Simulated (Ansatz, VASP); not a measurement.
This is a calculation of CuO for VASP 6.6.1.

Contents of POSCAR:

```
CuO
1.0
    2.8405840181      0.0000000000      0.0000000000
    0.0385446830      2.8403655272      0.0000000000
    0.0172589332      0.0170118330      5.1063800938
Cu O
2 2
Direct
    0.0000000000      0.5000000000      0.0000000000
    0.5000000000      0.0000000000      0.5000000000
    0.9984239700      0.0016717800      0.7498871000
    0.0015760300      0.9983282200      0.2501129000
```

The input INCAR.step1:

```
SYSTEM = CuO
PREC = Accurate ; ENCUT = 520
ISMEAR = -1 ; SIGMA = 0.05
LREAL = .FALSE. ; LASPH = .TRUE.
NELM = 60 ; NBANDS = 25
GGA = PE ; ALGO = Normal
EDIFF = 1E-4 ; LWAVE = .TRUE.
LCHARG = .FALSE.
```

File INCAR.step2:

```
SYSTEM = CuO
PREC = Accurate ; ENCUT = 520
EDIFF = 1E-6 ; ISMEAR = -1
SIGMA = 0.05 ; LREAL = .FALSE.
LASPH = .TRUE. ; NELM = 60
ALGO = Normal ; ISIF = 2
LWAVE = .FALSE. ; LCHARG = .FALSE.
METAGGA = R2SCAN ; LMIXTAU = .TRUE.
NBANDS = 25 ; ISTART = 1
```

File KPOINTS:

```
Automatic mesh
0
G
  9 9 5
  0 0 0
```

Potentials or basis: VASP PAW PBE potentials, release 64 (Cu, O).

Command:

```console
$ cat potpaw_PBE.64/Cu/POTCAR potpaw_PBE.64/O/POTCAR > POTCAR
$ cp INCAR.step1 INCAR
$ mpirun -np 1 vasp_std > vasp.out
$ cp INCAR.step2 INCAR
$ mpirun -np 1 vasp_std > vasp.out
```

Q: Set up the same calculation for Ansatz 0.2.0. Potentials there: Ansatz PAW.

A: As run (the cutoff follows the program's own potentials):

input.yaml

```yaml
crystal:
  lattice:
    - [2.8405840181, 0.0, 0.0]
    - [0.038544683, 2.8403655272, 0.0]
    - [0.0172589332, 0.017011833, 5.1063800938]
  atoms:
    - { symbol: Cu, position: [0.0, 0.5, 0.0] }
    - { symbol: Cu, position: [0.5, 0.0, 0.5] }
    - { symbol: O, position: [0.99842397, 0.00167178, 0.7498871] }
    - { symbol: O, position: [0.00157603, 0.99832822, 0.2501129] }
hamiltonian:
  xc: r2scan
  pseudopotentials: { kind: paw }
kpoints:
  mp_grid: { grid: [9, 9, 5] }
scf:
  occupations: { method: fermi_dirac, width: 0.05 }
output:
  forces: true
  stress: true
  eigenvalues: true
```

Potentials or basis: Ansatz PAW.

Run with:

```sh
$ ansatz run input.yaml --threads 2 --pin off --max-ram 5632MiB --backend cpu --events-out ev --progress --plain --runs-dir out
```

Both were run:

|  | VASP | Ansatz | Ansatz less VASP |
| --- | --- | --- | --- |
| gap on the k mesh at the Fermi level (eV) | none | none | - |
| pressure (GPa) | 8.1 | 7.0 | -1.03 |
| traceless stress, the component that is largest in VASP (GPa) | 0.67 | 0.24 | -0.429 |
| rms of the force components (eV/Å) | 0.005 | 0.005 | +0.0002 |

VASP's potentials were made for PBE, not for r2SCAN. Atom by atom the forces differ by 0.001 eV/Å (rms over components). A gap of «none» marks a metal or a gap that the smearing closes. With one functional, cell and mesh, what is left measures potentials, basis and numerics. VASP's potentials hold 34 valence electrons a cell and Ansatz's 50, so a difference there can come from the potentials and not from the codes.
